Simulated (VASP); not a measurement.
# CdTe in VASP: density of states with PBE

Aim: the density of states of CdTe with PBE.

Everything below comes from runs of VASP 6.6.1. Logs are shortened: lines on timing, memory, paths and dates and some standing lists are left out, and cuts for length are marked.

### 1 The cell of the first run

The typed cell holds 4 atoms: a = 4.682 Å, b = 6.615 Å, c = 4.680 Å, α = 90.00°, β = 90.00°, γ = 90.00°.

### 2 Density of states, PBE

POSCAR

```
CdTe
1.0
    4.6550511300     -0.0540420018      0.5019248557
   -0.0915630346      6.4321921779      1.5416391686
   -0.5003954840     -1.0912811702      4.5233814276
Cd Te
2 2
Direct
    0.8749589893      0.2995741209      0.5872097278
    0.3750376681      0.7995813247      1.0873382966
    0.8750524833      0.0495224723      0.0871919367
    0.3749508593      0.5495122419      0.5873551188
```

INCAR.step1

```
SYSTEM = CdTe
  ALGO = Normal
  EDIFF = 1E-6
  ENCUT = 520
  GGA = PE
  ISIF = 2
  ISMEAR = 0
  LASPH = .True.
  LCHARG = .True.
  LREAL = .False.
  LWAVE = .False.
  NBANDS = 26
  NELM = 100
  PREC = Accurate
  SIGMA = 0.02
```

KPOINTS.step1

```
k-points
0
Gamma
  8 6 8
  0 0 0
```

INCAR.step2

```
SYSTEM = CdTe
  ALGO = Normal
  EDIFF = 1E-6
  ENCUT = 520
  GGA = PE
  ICHARG = 11
  ISIF = 2
  ISMEAR = -5
  LASPH = .True.
  LCHARG = .False.
  LORBIT = 11
  LREAL = .False.
  LWAVE = .False.
  NBANDS = 26
  NEDOS = 2001
  NELM = 100
  PREC = Accurate
  SIGMA = 0.02
```

KPOINTS.step2

```
k-points
0
Gamma
  12 9 12
  0 0 0
```

Potentials or basis: VASP PAW PBE potentials, release 64 (Cd, Te).

Launch:

```
$ cat potpaw_PBE.64/Cd/POTCAR potpaw_PBE.64/Te/POTCAR > POTCAR
$ cp INCAR.step1 INCAR
$ cp KPOINTS.step1 KPOINTS
$ mpirun -np 1 vasp_std > vasp.out
$ cp INCAR.step2 INCAR
$ cp KPOINTS.step2 KPOINTS
$ mpirun -np 1 vasp_std > vasp.out
```

OUTCAR:

```text
SYSTEM = CdTe
   EDIFF = 1E-6
   ENCUT = 520
   GGA = PE
   ICHARG = 11
   ISIF = 2
   ISMEAR = -5
   LASPH = .True.
   LORBIT = 11
   LREAL = .False.
   NELM = 100
   PREC = Accurate

 ion  position               nearest neighbor table
   1  0.875  0.300  0.587-   3 2.87   3 2.87   4 2.87   4 2.87
   2  0.375  0.800  0.087-   4 2.87   4 2.87   3 2.87   3 2.87
   3  0.875  0.050  0.087-   1 2.87   1 2.87   2 2.87   2 2.87
   4  0.375  0.550  0.587-   2 2.87   2 2.87   1 2.87   1 2.87

  LATTYP: Found a simple orthorhombic cell.
 ALAT       =     4.6799860868
 B/A-ratio  =     1.0005039383
 C/A-ratio  =     1.4134642277

  Lattice vectors:

 A1 = (  -0.5003954840,  -1.0912811702,   4.5233814276)
 A2 = (   4.6550511300,  -0.0540420018,   0.5019248557)
 A3 = (  -0.0915630346,   6.4321921779,   1.5416391686)

Analysis of symmetry for initial positions (statically):
=====================================================================
 Subroutine PRICEL returns:
 Original cell was already a primitive cell.

 Routine SETGRP: Setting up the symmetry group for a
 simple orthorhombic supercell.

 Subroutine GETGRP returns: Found  1 space group operations
 (whereof  1 operations were pure point group operations)
 out of a pool of  8 trial point group operations.

The static configuration has the point symmetry C_1 .

Analysis of symmetry for dynamics (positions and initial velocities):
=====================================================================
 Subroutine PRICEL returns:
 Original cell was already a primitive cell.

 Routine SETGRP: Setting up the symmetry group for a
 simple orthorhombic supercell.

 Subroutine GETGRP returns: Found  1 space group operations
 (whereof  1 operations were pure point group operations)
 out of a pool of  8 trial point group operations.

The dynamic configuration has the point symmetry C_1 .

 Subroutine INISYM returns: Found  1 space group operations
 (whereof  1 operations are pure point group operations),
 and found     1 'primitive' translations

----------------------------------------------------------------------------------------

                                     Primitive cell

  volume of cell :     144.9564

  direct lattice vectors                    reciprocal lattice vectors
     4.655051130 -0.054042002  0.501924856     0.212323336 -0.002464567  0.022893515
    -0.091563035  6.432192178  1.541639169    -0.002092275  0.146994109  0.035231373
    -0.500395484 -1.091281170  4.523381428    -0.022846808 -0.049824418  0.206525832

  length of vectors
     4.682344511  6.614992920  4.679986087     0.213568224  0.151171742  0.213675849

  position of ions in fractional coordinates (direct lattice)
     0.874958989  0.299574121  0.587209728
     0.375037668  0.799581325  0.087338297
     0.875052483  0.049522472  0.087191937
     0.374950859  0.549512242  0.587355119

  ion indices of the primitive-cell ions
   primitive index   ion index
                 1           1
                 2           2
                 3           3
                 4           4

----------------------------------------------------------------------------------------

 KPOINTS: k-points

Automatic generation of k-mesh.
 Grid dimensions read from file:
 generate k-points for:   12    9   12

 Generating k-lattice:

  Cartesian coordinates                     Fractional coordinates (reciprocal lattice)
     0.017693611 -0.000205381  0.001907793     0.083333333  0.000000000 -0.000000000
    -0.000232475  0.016332679  0.003914597     0.000000000  0.111111111  0.000000000
    -0.001903901 -0.004152035  0.017210486     0.000000000  0.000000000  0.083333333

  Length of vectors
     0.017797352  0.016796860  0.017806321

  Shift w.r.t. Gamma in fractional coordinates (k-lattice)
     0.000000000  0.000000000  0.000000000

 TETIRR: Found   3888 inequivalent tetrahedra from     7776

 Subroutine IBZKPT returns following result:
 ===========================================

 Found    650 irreducible k-points:

 Following reciprocal coordinates:
            Coordinates               Weight
  0.000000  0.000000  0.000000      1.000000
  0.083333  0.000000  0.000000      2.000000
  0.166667  0.000000  0.000000      2.000000
  0.250000  0.000000  0.000000      2.000000
  0.333333 -0.000000  0.000000      2.000000
  0.416667 -0.000000  0.000000      2.000000
[... 16 lines left out ...]
  0.166667  0.222222  0.000000      2.000000
  0.166667 -0.222222  0.000000      2.000000
 [... further k-points ...]
   k-points           NKPTS =    650   k-points in BZ     NKDIM =    650   number of bands    NBANDS=     26
   number of dos      NEDOS =   2001   number of ions     NIONS =      4
   total plane-waves  NPLWV =  64800
   dimension x,y,z NGX =    36 NGY =   50 NGZ =   36
   dimension x,y,z NGXF=    72 NGYF=  100 NGZF=   72
   ions per type =               2   2
   NGX,Y,Z   is equivalent  to a cutoff of  12.78, 12.57, 12.79 a.u.
   NGXF,Y,Z  is equivalent  to a cutoff of  25.56, 25.13, 25.58 a.u.
 SYSTEM =  CdTe
   PREC   = accura    normal or accurate (medium, high low for compatibility)
   ISTART =      0    job   : 0-new  1-cont  2-samecut
   ICHARG =     11    charge: 1-file 2-atom 10-const
   ISPIN  =      1    spin polarized calculation?
   LNONCOLLINEAR =      F non collinear calculations
   LSORBIT =      F    spin-orbit coupling
   LASPH  =      T    aspherical Exc in radial PAW
   ENCUT  =  520.0 eV  38.22 Ry    6.18 a.u.   8.71 12.30  8.70*2*pi/ulx,y,z
   NELM   =    100;   NELMIN=  2; NELMDL=  0     # of ELM steps
   EDIFF  = 0.1E-05   stopping-criterion for ELM
   LREAL  =      F    real-space projection
   EDIFFG = 0.1E-04   stopping-criterion for IOM
   NSW    =      0    number of steps for IOM
   IBRION =     -1    ionic relax: 0-MD 1-quasi-New 2-CG
   NFREE  =      0    steps in history (QN), initial steepest desc. (CG)
   ISIF   =      2    stress and relaxation
   ISYM   =      2    0-nonsym 1-usesym 2-fastsym
   POTIM  = 0.5000    time-step for ionic-motion
   TEBEG  =    0.0;   TEEND  =   0.0 temperature during run
   PSTRESS=    0.0 pullay stress
   NELECT =      36.0000    total number of electrons
   NUPDOWN=      -1.0000    fix difference up-down
   EMIN   =  10.00;   EMAX   =-10.00  energy-range for DOS
   EFERMI =   0.00;   METHOD = LEGACY
   ISMEAR =    -5;   SIGMA  =   0.02  broadening in eV -4-tet -1-fermi 0-gaus
   EFERMI_NEDOS =   21; number of points for ismear=-14 and -15
   IALGO  =     38    algorithm
   IMIX   =      4    mixing-type and parameters
     AMIX     =   0.40;   BMIX     =  1.00
     AMIX_MAG =   1.60;   BMIX_MAG =  1.00
  volume/ion in A,a.u.               =      36.24       244.55
  Fermi-wavevector in a.u.,A,eV,Ry     =   1.029034  1.944593 14.407370  1.058912
  Thomas-Fermi vector in A             =   2.163061
   LORBIT       =     11    0 simple, 1 ext, 2 COOP (PROOUT), +10 PAW based schemes
   GGA     = PE    functional components
   LHFCALC =     F    Hartree Fock is set to
   AEXX    =    0.0000 exact exchange contribution
   IVDW    =     0    specifies the selected vdW correction
   LEPSILON=     F    determine dielectric tensor
   LRPA    =     F    only Hartree local field effects (RPA)
 non-spin polarized calculation
 Fermi weights with tetrahedron method with Bloechl corrections
  energy-cutoff  :      520.00
  volume of cell :      144.96
 maximum number of plane-waves:      3932

 number of electron      36.0000009 magnetization

 Free energy of the ion-electron system (eV)
  ---------------------------------------------------
  ext. energy  EPLUGINS =         0.00000000
  ---------------------------------------------------
  free energy    TOTEN  =        -9.62622854 eV

  energy without entropy =       -9.62622854  energy(sigma->0) =       -9.62622854

 E-fermi :   1.8017     XC(G=0):  -8.3085

 val. band max:        1.7973804436   @ k =   0.0000   0.0000   0.0000
 cond. band min:       2.3787557664   @ k =   0.0000   0.0000   0.0000
 fundamental gap:      0.5813753228
 Fermi energy:         1.8017204309

 k-point     1 :       0.0000    0.0000    0.0000
  band No.  band energies     occupation
      1      -9.0373      2.00000
      2      -8.5938      2.00000
      3      -6.2937      2.00000
      4      -6.2936      2.00000
      5      -6.2934      2.00000
      6      -6.1595      2.00000
[... 18 lines left out ...]
     25       9.1720      0.00000
     26      10.3127      0.00000

 k-point     2 :       0.0833    0.0000    0.0000
  band No.  band energies     occupation
      1      -9.0219      2.00000
      2      -8.5941      2.00000
      3      -6.2914      2.00000
      4      -6.2894      2.00000
      5      -6.2819      2.00000
      6      -6.1706      2.00000
[... 18 lines left out ...]
     25       9.4275      0.00000
     26       9.9264      0.00000

 k-point     3 :       0.1667    0.0000    0.0000
  band No.  band energies     occupation
      1      -8.9782      2.00000
      2      -8.5962      2.00000
      3      -6.2848      2.00000
      4      -6.2784      2.00000
      5      -6.2456      2.00000
      6      -6.1844      2.00000
[... 572 lines left out ...]
 k-point    23 :       0.1667    0.2222    0.0000
  band No.  band energies     occupation
      1      -8.9318      2.00000
      2      -8.6383      2.00000
      3      -6.2755      2.00000
      4      -6.2733      2.00000
      5      -6.1972      2.00000
      6      -6.1964      2.00000
[... 18 lines left out ...]
     25       8.3428      0.00000
     26       9.0918      0.00000

 k-point    24 :       0.1667   -0.2222    0.0000
  band No.  band energies     occupation
      1      -8.9318      2.00000
      2      -8.6383      2.00000
      3      -6.2755      2.00000
      4      -6.2733      2.00000
      5      -6.1972      2.00000
      6      -6.1965      2.00000
[... 18 lines left out ...]
     25       8.3428      0.00000
     26       9.0918      0.00000

 [... further k-points ...]

------------------------ aborting loop because EDIFF is reached ----------------------------------------

  FORCE on cell =-STRESS in cart. coord.  units (eV):
  Direction    XX          YY          ZZ          XY          YZ          ZX
  --------------------------------------------------------------------------------------
  -------------------------------------------------------------------------------------
  Total        0.0824564      0.1011516      0.1017120     -0.0001975     -0.0002574     -0.0022105
  in kB        0.9113762      1.1180107      1.1242051     -0.0021825     -0.0028445     -0.0244320
  external PRESSURE =       1.0511973 kB  Pullay stress =       0.0000000 kB

 VOLUME and BASIS-vectors are now :
 -----------------------------------------------------------------------------
  energy-cutoff  :      520.00
  volume of cell :      144.96
      direct lattice vectors                 reciprocal lattice vectors
     4.655051130 -0.054042002  0.501924856     0.212323336 -0.002464567  0.022893515
    -0.091563035  6.432192178  1.541639169    -0.002092275  0.146994109  0.035231373
    -0.500395484 -1.091281170  4.523381428    -0.022846808 -0.049824418  0.206525832

 POSITION                                       TOTAL-FORCE (eV/Angst)
 -----------------------------------------------------------------------------------
      3.75171      1.23882      3.55717        -0.000154      0.001224     -0.000535
      1.62890      5.02748      1.81597         0.000285      0.000780      0.000384
      4.02525      0.17610      0.90996        -0.000852     -0.001456      0.000949
      1.40119      2.87334      3.69218         0.000721     -0.000548     -0.000798
 -----------------------------------------------------------------------------------
    total drift:                                0.000060      0.000763     -0.000972

  FREE ENERGIE OF THE ION-ELECTRON SYSTEM (eV)
  ---------------------------------------------------
  free  energy   TOTEN  =        -9.6262285414 eV

  energy  without entropy=       -9.6262285414  energy(sigma->0) =       -9.62622854

 total charge

# of ion       s       p       d       tot
------------------------------------------
    1        0.462   0.283   9.533  10.278
    2        0.462   0.283   9.533  10.278
    3        1.354   2.031   0.018   3.402
    4        1.354   2.031   0.018   3.402
--------------------------------------------------
tot          3.632   4.628  19.100  27.361
```

Wall time 14 min (1 thread of Intel Xeon 6975P-C (Granite Rapids), shared host); peak memory 1.9 GiB.

What came out:

```yaml
Valence_electrons_inside_the_program's_atomic_spheres: Cd 10.28; Te 3.40
```

Caveat: spin-orbit coupling is left out, which moves the levels of the heavy elements.
